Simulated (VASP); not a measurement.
# NaCl in VASP: a series of runs, part 2 of 2

VASP 6.6.1. Earlier steps stand in the parts before.

## Step 3: Single point, r2SCAN (strain -2.9%)

File POSCAR:

```
NaCl
1.0
    0.0000000000      2.7219811040      2.7219811040
    2.7219811040      0.0000000000      2.7219811040
    2.7219811040      2.7219811040      0.0000000000
Na Cl
1 1
Direct
    0.0000000000      0.0000000000      0.0000000000
    0.5000000000      0.5000000000      0.5000000000
```

File INCAR.step1:

```
SYSTEM = NaCl
PREC = Accurate
ENCUT = 520
ISMEAR = 0
SIGMA = 0.01
LREAL = .FALSE.
LASPH = .TRUE.
NELM = 80
NBANDS = 14
GGA = PE
ALGO = Normal
EDIFF = 1E-4
LWAVE = .TRUE.
LCHARG = .FALSE.
```

File INCAR.step2:

```
SYSTEM = NaCl
PREC = Accurate
ENCUT = 520
EDIFF = 1E-7
ISMEAR = 0
SIGMA = 0.01
LREAL = .FALSE.
LASPH = .TRUE.
NELM = 80
ALGO = Normal
ISIF = 2
LWAVE = .FALSE.
LCHARG = .FALSE.
METAGGA = R2SCAN
LMIXTAU = .TRUE.
NBANDS = 14
ISTART = 1
```

File KPOINTS:

```
Automatic mesh
0
G
  8 8 8
  0 0 0
```

Potentials or basis: VASP PAW PBE potentials, release 64 (Na_pv, Cl).

Started as:

```bash
$ cat potpaw_PBE.64/Na_pv/POTCAR potpaw_PBE.64/Cl/POTCAR > POTCAR
$ cp INCAR.step1 INCAR
$ mpirun -np 1 vasp_std > vasp.out
$ cp INCAR.step2 INCAR
$ mpirun -np 1 vasp_std > vasp.out
```

OUTCAR:

```text
SYSTEM = NaCl
   PREC = Accurate
   ENCUT = 520
   EDIFF = 1E-7
   ISMEAR = 0
   LREAL = .FALSE.
   LASPH = .TRUE.
   NELM = 80
   ISIF = 2
   METAGGA = R2SCAN
   ISTART = 1

 ion  position               nearest neighbor table
   1  0.000  0.000  0.000-   2 2.72   2 2.72   2 2.72   2 2.72   2 2.72   2 2.72
   2  0.500  0.500  0.500-   1 2.72   1 2.72   1 2.72   1 2.72   1 2.72   1 2.72

  LATTYP: Found a face centered cubic cell.
 ALAT       =     5.4439622080

  Lattice vectors:

 A1 = (   0.0000000000,   2.7219811040,   2.7219811040)
 A2 = (   2.7219811040,   0.0000000000,   2.7219811040)
 A3 = (   2.7219811040,   2.7219811040,   0.0000000000)

Analysis of symmetry for initial positions (statically):
=====================================================================
 Subroutine PRICEL returns:
 Original cell was already a primitive cell.

 Routine SETGRP: Setting up the symmetry group for a
 face centered cubic supercell.

 Subroutine GETGRP returns: Found 48 space group operations
 (whereof 48 operations were pure point group operations)
 out of a pool of 48 trial point group operations.

The static configuration has the point symmetry O_h .

Analysis of symmetry for dynamics (positions and initial velocities):
[... 170 lines left out ...]
      2     -21.8516      2.00000
      3     -21.8516      2.00000
      4     -13.9961      2.00000
      5      -0.5045      2.00000
      6      -0.5045      2.00000
      7      -0.5045      2.00000
      8       5.8933      0.00000
      9      11.3392      0.00000
     10      11.3392      0.00000
     11      11.3392      0.00000
     12      13.7319      0.00000
     13      13.7319      0.00000
     14      15.5623      0.00000
[... 377 lines left out ...]
      1     -21.8889      2.00000
      2     -21.8636      2.00000
      3     -21.8578      2.00000
      4     -13.4900      2.00000
      5      -2.4609      2.00000
      6      -1.4378      2.00000
      7      -1.0219      2.00000
      8       8.7904      0.00000
      9      10.3014      0.00000
     10      11.0730      0.00000
     11      12.4729      0.00000
     12      15.2526      0.00000
     13      16.8410      0.00000
     14      17.6736      0.00000

 [... further k-points ...]
[... 5 lines left out ...]
  --------------------------------------------------------------------------------------
  -------------------------------------------------------------------------------------
  Total        0.6718525      0.6718525      0.6718525      0.0000000      0.0000000      0.0000000
  in kB       26.6869667     26.6869667     26.6869667      0.0000000      0.0000000      0.0000000
  external PRESSURE =      26.6869667 kB  Pullay stress =       0.0000000 kB

 VOLUME and BASIS-vectors are now :
 -----------------------------------------------------------------------------
  energy-cutoff  :      520.00
  volume of cell :       40.34
      direct lattice vectors                 reciprocal lattice vectors
     0.000000000  2.721981104  2.721981104    -0.183689740  0.183689740  0.183689740
     2.721981104  0.000000000  2.721981104     0.183689740 -0.183689740  0.183689740
     2.721981104  2.721981104  0.000000000     0.183689740  0.183689740 -0.183689740

 POSITION                                       TOTAL-FORCE (eV/Angst)
 -----------------------------------------------------------------------------------
      0.00000      0.00000      0.00000         0.000000      0.000000      0.000000
      2.72198      2.72198      2.72198         0.000000      0.000000     -0.000000
 -----------------------------------------------------------------------------------
    total drift:                               -0.000000      0.000000      0.000000

  FREE ENERGIE OF THE ION-ELECTRON SYSTEM (eV)
  ---------------------------------------------------
  free  energy   TOTEN  =       -13.7628564755 eV

  energy  without entropy=      -13.7628564755  energy(sigma->0) =      -13.76285648
```

OUTCAR.step1:

```text
SYSTEM = NaCl
   PREC = Accurate
   ENCUT = 520
   ISMEAR = 0
   LREAL = .FALSE.
   LASPH = .TRUE.
[... 630 lines left out ...]
      0.00000      0.00000      0.00000         0.000000     -0.000000     -0.000000
      2.72198      2.72198      2.72198        -0.000000      0.000000      0.000000
 -----------------------------------------------------------------------------------
    total drift:                               -0.000000      0.000000      0.000000

  FREE ENERGIE OF THE ION-ELECTRON SYSTEM (eV)
  ---------------------------------------------------
  free  energy   TOTEN  =        -6.7061750284 eV

  energy  without entropy=       -6.7061750284  energy(sigma->0) =       -6.70617503
```

OSZICAR.step1:

```text
N       E                     dE             d eps       ncg     rms          rms(c)
DAV:   1     0.101701992307E+03    0.10170E+03   -0.71281E+03   830   0.106E+03
DAV:   2     0.948299970580E+00   -0.10075E+03   -0.92736E+02   892   0.287E+02
DAV:   3    -0.677383945073E+01   -0.77221E+01   -0.76770E+01  1034   0.716E+01
DAV:   4    -0.688718059658E+01   -0.11334E+00   -0.11330E+00   992   0.952E+00
DAV:   5    -0.688959868352E+01   -0.24181E-02   -0.24179E-02  1032   0.138E+00    0.221E+00
DAV:   6    -0.671320287220E+01    0.17640E+00   -0.27903E-01  1020   0.331E+00    0.166E+00
DAV:   7    -0.670136327800E+01    0.11840E-01   -0.79998E-02  1074   0.173E+00    0.113E+00
DAV:   8    -0.670621548910E+01   -0.48522E-02   -0.88058E-03   896   0.850E-01    0.310E-01
DAV:   9    -0.670609400711E+01    0.12148E-03   -0.21087E-04  1046   0.120E-01    0.148E-01
DAV:  10    -0.670617502843E+01   -0.81021E-04   -0.20501E-04   932   0.133E-01
   1 F= -.67061750E+01 E0= -.67061750E+01  d E =-.836232E-13
```

Run time: 38 s. Hardware: 1 thread of Intel Xeon 6975P-C (Granite Rapids), shared host; peak memory 0.16 GiB.

Results:

| Item | Value |
| --- | --- |
| Free energy | -13.7629 eV |
| Pressure | 2.7 GPa |
| Band gap on the k mesh | 6.40 eV, direct |

Caveat: the cell differs from its parent crystal (strain -2.9%); the PAW data sets were made with another functional, which shifts forces and pressure a little.

## Step 4: Single point, PBE (uniaxial z strain +2.4%)

File INCAR:

```
  PREC = Accurate
  ENCUT = 520
  EDIFF = 1E-6
  ISMEAR = -1
  SIGMA = 0.02
  LREAL = F
  LASPH = T
  NELM = 60
  ALGO = Normal
  ISIF = 2
  LWAVE = F
  LCHARG = F
  GGA = PE
  NBANDS = 14
```

File KPOINTS:

```
regular mesh
0
Gamma
  8 8 8
```

File POSCAR:

```
NaCl
1.0
    0.0000000000      2.8026988303      2.8696833324
    2.8026988303      0.0000000000      2.8696833324
    2.8026988303      2.8026988303      0.0000000000
Na Cl
1 1
Direct
    0.0000000000      0.0000000000      0.0000000000
    0.5000000000      0.5000000000      0.5000000000
```

Started as:

```bash
$ cat potpaw_PBE.64/Na_pv/POTCAR potpaw_PBE.64/Cl/POTCAR > POTCAR
$ mpirun -np 1 vasp_std > vasp.out
```

Wall time 13 s (1 thread of Intel Xeon 6975P-C (Granite Rapids), shared host); peak memory 0.17 GiB.

Results (log left out):

```yaml
Free_energy: -6.7736 eV
Pressure: 0.6 GPa
Band_gap_on_the_k_mesh: 5.08 eV, direct
```

Stress tensor (GPa, compression positive):
```
0.93 0.00 0.00
0.00 0.93 0.00
0.00 0.00 0.00
```

Levels at points of the mesh, in eV from the valence-band top:
| k point | band 3 | band 4 | band 5 | band 6 | band 7 | band 8 | band 9 | band 10 | band 11 | band 12 |
| --- | --- | --- | --- | --- | --- | --- | --- | --- | --- | --- |
| (0.00, 0.00, 0.00) | -20.84 | -12.66 | -0.02 | -0.02 | 0.00 | 5.08 | 10.99 | 11.17 | 11.17 | 13.11 |
| (0.50, 0.00, 0.00) | -20.84 | -12.33 | -1.92 | -0.29 | -0.26 | 7.25 | 10.57 | 10.84 | 11.07 | 14.94 |
| (0.50, 0.50, 0.00) | -20.84 | -12.29 | -1.66 | -0.57 | -0.57 | 7.52 | 8.13 | 11.12 | 14.83 | 14.83 |
| (0.50, 0.00, 0.50) | -20.85 | -12.27 | -1.65 | -0.65 | -0.58 | 7.51 | 8.05 | 11.35 | 14.51 | 14.83 |

Caveat: the cell differs from its parent crystal (uniaxial z strain +2.4%).

## Step 5: Single point, PBE (shear xy strain +0.6%)

File INCAR:

```
SYSTEM = NaCl
ALGO     = Normal         ! electronic algorithm
EDIFF    = 1E-6           ! SCF threshold, eV
ENCUT    = 520            ! plane-wave cutoff, eV
GGA      = PE             ! functional
ISIF     = 2              ! what is computed and relaxed
ISMEAR   = -1             ! smearing method
LASPH    = .True.         ! aspherical terms in the spheres
LCHARG   = .False.        ! write CHGCAR
LREAL    = .False.        ! projectors in reciprocal space
LWAVE    = .False.        ! write WAVECAR
NBANDS   = 14             ! bands
NELM     = 100            ! most SCF steps
PREC     = Accurate       ! precision mode
SIGMA    = 0.02           ! smearing width, eV
```

File KPOINTS:

```
k-points
0
Gamma
  8 8 8
  0 0 0
```

File POSCAR:

```
NaCl
1.0
    0.0085482314      2.8026988303      2.8026988303
    2.8026988303      0.0085482314      2.8026988303
    2.8112470618      2.8112470618      0.0000000001
Na Cl
1 1
Direct
    0.0000000000      0.0000000000      0.0000000000
    0.5000000000      0.5000000000      0.5000000000
```

Potentials or basis: VASP PAW PBE potentials, release 64 (Na_pv, Cl).

Started as:

```bash
$ cat potpaw_PBE.64/Na_pv/POTCAR potpaw_PBE.64/Cl/POTCAR > POTCAR
$ mpirun -np 1 vasp_std > vasp.out
```

OUTCAR:

```text
SYSTEM = NaCl
   EDIFF = 1E-6
   ENCUT = 520
   GGA = PE
   ISIF = 2
   ISMEAR = -1
   LASPH = .True.
   LREAL = .False.
   NELM = 100
   PREC = Accurate

 ion  position               nearest neighbor table
   1  0.000  0.000  0.000-
   2  0.500  0.500  0.500-

  LATTYP: Found a body centered orthorhombic cell.
 ALAT       =     3.9515256723
 B/A-ratio  =     1.0061186619
 C/A-ratio  =     1.4185401097

  Lattice vectors:

 A1 = (   2.8026988304,   0.0085482315,  -2.8026988302)
 A2 = (  -2.8026988303,  -0.0085482314,  -2.8026988303)
 A3 = (   0.0085482314,   2.8026988303,   2.8026988303)
[... 584 lines left out ...]
     10      10.6722      0.00000
     11      11.1798      0.00000
     12      11.7923      0.00000
     13      13.2095      0.00000
     14      16.2730      0.00000

 [... further k-points ...]
[... 5 lines left out ...]
  --------------------------------------------------------------------------------------
  -------------------------------------------------------------------------------------
  Total        0.3419803      0.3419803      0.3417278     -0.0210810     -0.0000000     -0.0000000
  in kB       12.4438986     12.4438986     12.4347098     -0.7670887     -0.0000000     -0.0000000
  external PRESSURE =      12.4408357 kB  Pullay stress =       0.0000000 kB

 VOLUME and BASIS-vectors are now :
 -----------------------------------------------------------------------------
  energy-cutoff  :      520.00
  volume of cell :       44.03
      direct lattice vectors                 reciprocal lattice vectors
     0.008548231  2.802698830  2.802698830    -0.178945258  0.178945258  0.178399475
     2.802698830  0.008548231  2.802698830     0.178945258 -0.178945258  0.178399475
     2.811247062  2.811247062  0.000000000     0.177857011  0.177857011 -0.178399475

 POSITION                                       TOTAL-FORCE (eV/Angst)
 -----------------------------------------------------------------------------------
      0.00000      0.00000      0.00000         0.000000      0.000000      0.000000
      2.81125      2.81125      2.80270        -0.000000      0.000000     -0.000000
 -----------------------------------------------------------------------------------
    total drift:                               -0.000000      0.000000      0.000000

  FREE ENERGIE OF THE ION-ELECTRON SYSTEM (eV)
  ---------------------------------------------------
  free  energy   TOTEN  =        -6.7693594594 eV

  energy  without entropy=       -6.7693594594  energy(sigma->0) =       -6.76935946
```

stdout:

```text
POSCAR found type information on POSCAR NaCl
 POSCAR found :  2 types and       2 ions
 scaLAPACK will be used
 LDA part: xc-table for (Slater+PW92), standard interpolation
 POSCAR, INCAR and KPOINTS ok, starting setup
 FFT: planning ... GRIDC
 FFT: planning ... GRID_SOFT
 FFT: planning ... GRID
 WAVECAR not read
 entering main loop
```

Wall time 24 s (1 thread of Intel Xeon 6975P-C (Granite Rapids), shared host); peak memory 0.19 GiB.

What came out:

- Free energy: -6.7694 eV
- Pressure: 1.2 GPa
- Band gap on the k mesh: 5.17 eV, direct

Levels at points of the mesh, in eV from the valence-band top:
| k point | band 4 | band 5 | band 6 | band 7 | band 8 | band 9 | band 10 | band 11 |
| --- | --- | --- | --- | --- | --- | --- | --- | --- |
| (0.00, 0.00, 0.00) | -12.71 | -0.02 | -0.01 | 0.00 | 5.17 | 11.09 | 11.13 | 11.17 |
| (0.50, 0.00, 0.00) | -12.35 | -1.99 | -0.30 | -0.29 | 7.29 | 10.79 | 10.97 | 11.01 |
| (0.50, 0.50, 0.00) | -12.31 | -1.72 | -0.64 | -0.61 | 7.58 | 8.05 | 11.44 | 14.90 |
| (0.00, 0.00, 0.50) | -12.36 | -1.99 | -0.28 | -0.27 | 7.30 | 10.74 | 11.00 | 11.04 |
| (0.50, 0.00, 0.50) | -12.31 | -1.72 | -0.62 | -0.62 | 7.58 | 8.05 | 11.44 | 14.93 |

Caveat: the cell differs from its parent crystal (shear xy strain +0.6%).

## Step 6: The runs side by side

| level | cell | smearing | gap on the mesh (eV) | pressure (GPa) |
| --- | --- | --- | --- | --- |
| PBE | a = 3.849 Å, angles 60.0°, 2 atoms | fermi-dirac 0.02 eV | 5.55 | 4.4 |
| r2SCAN | a = 3.849 Å, angles 60.0°, 2 atoms | gaussian 0.01 eV | 6.40 | 2.7 |
| PBE | a = 4.011, b = 4.011, c = 3.964 Å, angles 60.4, 60.4, 59.2°, 2 atoms | fermi-dirac 0.02 eV | 5.08 | 0.6 |
| PBE | a = 3.964, b = 3.964, c = 3.976 Å, angles 59.9, 59.9, 59.8°, 2 atoms | fermi-dirac 0.02 eV | 5.17 | 1.2 |

Alike in all rows: task single point; potentials or basis VASP PAW PBE potentials, release 64 (Na_pv, Cl); no spin polarisation; k mesh 8 × 8 × 8; cutoff (eV) 520.

Caveats: the PAW data sets were made with another functional, which shifts forces and pressure a little (some runs).

Absolute energies hang on the potentials; compare differences alone.
